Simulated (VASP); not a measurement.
# SnO2 (P4_2/mnm) in VASP: a series of runs, part 2 of 2

VASP 6.6.1. The steps go on from the part before.

**3. Relaxation of cell and atoms, r2SCAN, target pressure 4 GPa, at which the enthalpy is minimised**

This run uses another cell than the first one, of 11.87 Å³/atom.

File POSCAR:

```
SnO2
1.0
    4.7298154180      0.0000000000      0.0000000000
    0.0000000000      4.7298154180      0.0000000000
    0.0000000000      0.0000000000      3.1823669989
Sn O
2 4
Direct
    0.5000000000      0.5000000000      0.5000000000
    0.0000000000      0.0000000000      0.0000000000
    0.1941440641      0.8058559359      0.5000000000
    0.8058559359      0.1941440641      0.5000000000
    0.3058559359      0.3058559359      0.0000000000
    0.6941440641      0.6941440641      0.0000000000
```

File INCAR.step1:

```
SYSTEM = SnO2
  PREC = Accurate
  ENCUT = 600
  ISMEAR = 0
  SIGMA = 0.02
  LREAL = .FALSE.
  LASPH = .TRUE.
  NELM = 80
  GGA = PE
  ALGO = Normal
  EDIFF = 1E-4
  LWAVE = .TRUE.
  LCHARG = .FALSE.
```

File INCAR.step2:

```
SYSTEM = SnO2
  PREC = Accurate
  ENCUT = 600
  EDIFF = 1E-6
  ISMEAR = 0
  SIGMA = 0.02
  LREAL = .FALSE.
  LASPH = .TRUE.
  NELM = 80
  ALGO = Normal
  ISIF = 3
  LWAVE = .FALSE.
  LCHARG = .FALSE.
  METAGGA = R2SCAN
  LMIXTAU = .TRUE.
  IBRION = 2
  NSW = 70
  EDIFFG = -0.008
  PSTRESS = 40.0
  ISTART = 1
```

File KPOINTS:

```
Automatic mesh
0
G
  6 6 8
  0 0 0
```

Potentials or basis: VASP PAW PBE potentials, release 64 (Sn_d, O).

Started as:

```bash
cat potpaw_PBE.64/Sn_d/POTCAR potpaw_PBE.64/O/POTCAR > POTCAR
cp INCAR.step1 INCAR
mpirun -np 1 vasp_std > vasp.out
cp INCAR.step2 INCAR
mpirun -np 1 vasp_std > vasp.out
```

OUTCAR:

```text
SYSTEM = SnO2
   PREC = Accurate
   ENCUT = 600
   EDIFF = 1E-6
   ISMEAR = 0
   LREAL = .FALSE.
   LASPH = .TRUE.
   NELM = 80
   ISIF = 3
   METAGGA = R2SCAN
   IBRION = 2
   NSW = 70
   EDIFFG = -0.008
   PSTRESS = 40.0
   ISTART = 1

 ion  position               nearest neighbor table
   1  0.500  0.500  0.500-   3 2.05   4 2.05   5 2.05   6 2.05   5 2.05   6 2.05   2 3.70   2 3.70
                             2 3.70   2 3.70   2 3.70   2 3.70   2 3.70   2 3.70
   2  0.000  0.000  0.000-   5 2.05   6 2.05   3 2.05   4 2.05   3 2.05   4 2.05   1 3.70   1 3.70
                             1 3.70   1 3.70   1 3.70   1 3.70   1 3.70   1 3.70
   3  0.194  0.806  0.500-   1 2.05   2 2.05   2 2.05
   4  0.806  0.194  0.500-   1 2.05   2 2.05   2 2.05
   5  0.306  0.306  0.000-   2 2.05   1 2.05   1 2.05
   6  0.694  0.694  0.000-   2 2.05   1 2.05   1 2.05

  LATTYP: Found a simple tetragonal cell.
 ALAT       =     4.7298154180
 C/A-ratio  =     0.6728311187

  Lattice vectors:

 A1 = (   4.7298154180,   0.0000000000,   0.0000000000)
 A2 = (   0.0000000000,   4.7298154180,   0.0000000000)
 A3 = (   0.0000000000,   0.0000000000,   3.1823669989)

Analysis of symmetry for initial positions (statically):
=====================================================================
 Subroutine PRICEL returns:
 Original cell was already a primitive cell.

 Routine SETGRP: Setting up the symmetry group for a
 simple tetragonal supercell.

 Subroutine GETGRP returns: Found 16 space group operations
 (whereof  8 operations were pure point group operations)
 out of a pool of 16 trial point group operations.

The static configuration has the point symmetry D_2h.
 The point group associated with its full space group is D_4h.

Analysis of symmetry for dynamics (positions and initial velocities):
=====================================================================
 Subroutine PRICEL returns:
 Original cell was already a primitive cell.

 Routine SETGRP: Setting up the symmetry group for a
[... 140 lines left out ...]
   METAGGA = R2SCAN    functional components
   LHFCALC =     F    Hartree Fock is set to
   AEXX    =    0.0000 exact exchange contribution
   IVDW    =     0    specifies the selected vdW correction
   LEPSILON=     F    determine dielectric tensor
   LRPA    =     F    only Hartree local field effects (RPA)
 conjugate gradient relaxation of ions
 non-spin polarized calculation
 Gauss-broadening in eV      SIGMA  =   0.02
  energy-cutoff  :      600.00
  volume of cell :       71.19
 maximum number of plane-waves:      2409
 NGX is ok and might be reduce to    40
   NGX = 19   NGY = 19   NGZ = 13

--------------------------------------- Ionic step        1  -------------------------------------------

 number of electron      51.9999996 magnetization

 Free energy of the ion-electron system (eV)
  ---------------------------------------------------
  ext. energy  EPLUGINS =         0.00000000
  ---------------------------------------------------
  free energy    TOTEN  =       -84.61615500 eV

  energy without entropy =      -84.61615500  energy(sigma->0) =      -84.61615500

------------------------ aborting loop because EDIFF is reached ----------------------------------------

  FORCE on cell =-STRESS in cart. coord.  units (eV):
  Direction    XX          YY          ZZ          XY          YZ          ZX
  --------------------------------------------------------------------------------------
  -------------------------------------------------------------------------------------
  Total        2.0591136      2.0591136      2.7306666      0.0000000      0.0000000      0.0000000
  in kB       46.3395949     46.3395949     61.4526488      0.0000000      0.0000000      0.0000000
  external PRESSURE =      11.3772795 kB  Pullay stress =      40.0000000 kB
[... 239 lines left out ...]
--------------------------------------- Ionic step        7  -------------------------------------------

 number of electron      51.9999997 magnetization

 Free energy of the ion-electron system (eV)
  ---------------------------------------------------
  ext. energy  EPLUGINS =         0.00000000
  ---------------------------------------------------
  free energy    TOTEN  =       -84.62524223 eV

  energy without entropy =      -84.62524223  energy(sigma->0) =      -84.62524223

 E-fermi :   5.8825     XC(G=0): -12.0553

 val. band max:        5.7285169561   @ k =   0.0000   0.0000   0.0000
 cond. band min:       7.6805480242   @ k =   0.0000   0.0000   0.0000
 fundamental gap:      1.9520310682
 Fermi energy:         5.8825229282

 k-point     1 :       0.0000    0.0000    0.0000
  band No.  band energies     occupation
      1     -16.0346      2.00000
      2     -15.0732      2.00000
      3     -14.7572      2.00000
      4     -14.7572      2.00000
      5     -14.7345      2.00000
      6     -14.7241      2.00000
[... 805 lines left out ...]
     30      15.3478      0.00000
     31      16.2633      0.00000

 [... further k-points ...]

------------------------ aborting loop because EDIFF is reached ----------------------------------------

  FORCE on cell =-STRESS in cart. coord.  units (eV):
  Direction    XX          YY          ZZ          XY          YZ          ZX
  --------------------------------------------------------------------------------------
  -------------------------------------------------------------------------------------
  Total        1.7785363      1.7785363      1.7806937      0.0000000      0.0000000      0.0000000
  in kB       39.8739396     39.8739396     39.9223075      0.0000000      0.0000000      0.0000000
  external PRESSURE =      -0.1099377 kB  Pullay stress =      40.0000000 kB
[... 25 lines left out ...]
  energy  without entropy=      -84.6252422338  energy(sigma->0) =      -84.62524223

  enthalpy is  TOTEN    =       -82.8410831823 eV   P V=        1.7841590515

 reached required accuracy - stopping structural energy minimisation
```

OSZICAR.step1:

```text
N       E                     dE             d eps       ncg     rms          rms(c)
DAV:   1     0.704051180321E+03    0.70405E+03   -0.28723E+04  3348   0.288E+03
DAV:   2     0.654897058508E+02   -0.63856E+03   -0.61621E+03  3505   0.744E+02
DAV:   3    -0.374618132149E+02   -0.10295E+03   -0.10154E+03  3499   0.241E+02
DAV:   4    -0.432375624520E+02   -0.57757E+01   -0.57420E+01  3733   0.610E+01
DAV:   5    -0.434047579495E+02   -0.16720E+00   -0.16710E+00  3785   0.109E+01    0.161E+01
DAV:   6    -0.370612646168E+02    0.63435E+01   -0.24747E+01  5018   0.719E+01    0.594E+00
DAV:   7    -0.371782356690E+02   -0.11697E+00   -0.20831E+00  3422   0.867E+00    0.332E+00
DAV:   8    -0.371620454580E+02    0.16190E-01   -0.26220E-01  4381   0.558E+00    0.720E-01
DAV:   9    -0.371497242074E+02    0.12321E-01   -0.77441E-02  4911   0.413E+00    0.156E-01
DAV:  10    -0.371502974658E+02   -0.57326E-03   -0.49470E-03  4039   0.599E-01    0.548E-02
DAV:  11    -0.371504106065E+02   -0.11314E-03   -0.23558E-04  3236   0.129E-01    0.157E-02
DAV:  12    -0.371504131737E+02   -0.25672E-05   -0.27451E-05  2068   0.837E-02
   1 F= -.37150413E+02 E0= -.37150413E+02  d E =-.141510E-11
```

Wall time 21 min (1 thread of Oxide Virtual Turin-like, shared host); peak memory 0.26 GiB.

Results:

* Free energy: -84.6252 eV
* Relaxed volume: 11.91 Å³/atom
* Relaxed cell: a = 4.729 Å, b = 4.729 Å, c = 3.196 Å, α = 90.00°, β = 90.00°, γ = 90.00°
* Space group after relaxing (to 0.1 Å): P4_2/mnm (No. 136)
* Energy change on relaxing (the run minimises the enthalpy): -1.5 meV/atom
* Ionic steps: 7
* Pressure after relaxing: 4.0 GPa
* Band gap on the k mesh: 1.95 eV

The path:
```
step  energy change (eV)  largest force (eV/Å)  pressure (GPa)  volume (Å³)
   1              0.0000                0.0850            5.14        71.19
   2             -0.0199                0.0812            1.97        72.06
   3             -0.0113                0.0127            3.78        71.56
   4             -0.0111                0.0133            3.81        71.55
   5             -0.0090                0.0085            4.01        71.46
   6             -0.0089                0.0085            4.01        71.46
   7             -0.0091                0.0010            3.99        71.46
```

Final structure:
```
Sn O
1.0
     4.72873    0.00000    0.00000
     0.00000    4.72873    0.00000
     0.00000    0.00000    3.19592
Sn O
2 4
Direct
  0.50000 0.50000 0.50000
  0.00000 0.00000 0.00000
  0.19446 0.80554 0.50000
  0.80554 0.19446 0.50000
  0.30554 0.30554 0.00000
  0.69446 0.69446 0.00000
```

Caveat: the cell is relaxed towards a set pressure, so the run minimises the enthalpy, not the energy; the PAW data sets were made with another functional, which shifts forces and pressure a little; spin-orbit coupling is left out, which moves the levels of the heavy elements.
